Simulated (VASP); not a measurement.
Crystal: Ge.

```
Ge
1.0
     2.99111    0.00000    0.00000
    -1.51052    2.58168    0.00000
     0.00000    0.00000    4.72760
Ge
2
Direct
  0.66655 0.33345 0.25000
  0.33345 0.66655 0.75000
```

Base run:

- Program: VASP 6.6.1
- Functional: PBEsol
- Potentials or basis: VASP PAW PBE potentials, release 64 (Ge_d)
- Cutoff: 520 eV
- k mesh: 7 × 7 × 4
- Occupations: gaussian, width 0.1 eV
- Spin: no spin polarisation

Its results: band gap on the k mesh zero (band 14 reaches 13.73 eV, above the bottom of band 15 at 5.34 eV); pressure 1.8 GPa; largest force 0.013 eV/Å.

Problem. The run is repeated on the same cell with these changes: k mesh from 7 × 7 × 4 to 11 × 11 × 6. What comes out?

Solution. Band gap on the k mesh zero (band 14 reaches 13.67 eV, above the bottom of band 15 at 4.30 eV); pressure 0.4 GPa; largest force 0.007 eV/Å.

Caveats: the PAW data sets were made with another functional, which shifts forces and pressure a little.
